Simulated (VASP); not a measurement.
Wanted: the native input for a VASP 6.6.1 run.

```yaml
Task: relaxation of shape and atoms at fixed volume
Functional: PBE
Potentials_or_basis: VASP PAW PBE potentials, release 64 (Ru_pv)
Cutoff: 600 eV
k_mesh: 18 × 18 × 10
Occupations: fermi-dirac, width 0.08 eV
Spin: no spin polarisation
Dipole_correction: no
Further_INCAR_settings: ALGO = Normal; EDIFF = 1e-07; IBRION = 2; EDIFFG = -0.005; NSW = 50; ISIF = 4
```

The structure of Ru lies in POSCAR:

```
Ru
1.0
    2.6072400530      0.0000000000      0.0000000000
   -1.3036200265      2.2579361196      0.0000000000
    0.0000000000      0.0000000000      4.1168442632
Ru
2
Direct
    0.3333333333      0.6666666667      0.2500000000
    0.6666666667      0.3333333333      0.7500000000
```

These files were run (other wordings do the same):

INCAR

```
  PREC = Accurate
  ENCUT = 600
  EDIFF = 1E-7
  ISMEAR = -1
  SIGMA = 0.08
  LREAL = F
  LASPH = T
  NELM = 60
  ALGO = Normal
  ISIF = 4
  LWAVE = F
  LCHARG = F
  GGA = PE
  IBRION = 2
  NSW = 50
  EDIFFG = -0.005
```

KPOINTS

```
regular mesh
0
Gamma
  18 18 10
```

Potentials or basis: VASP PAW PBE potentials, release 64 (Ru_pv).

The run is started by

```bash
$ cat potpaw_PBE.64/Ru_pv/POTCAR > POTCAR
$ mpirun -np 1 vasp_std > vasp.out
```

Results of the run:

* Energy gained by relaxing: 0.5 meV/atom
* Ionic steps: 3
* Pressure after relaxing: 54.2 GPa
* Band gap on the k mesh: zero (bands 14 and 15 overlap by 3.72 eV)

Run time: 5.2 min on 1 thread of Intel Xeon 8259CL (shared host), peak memory 0.24 GiB.
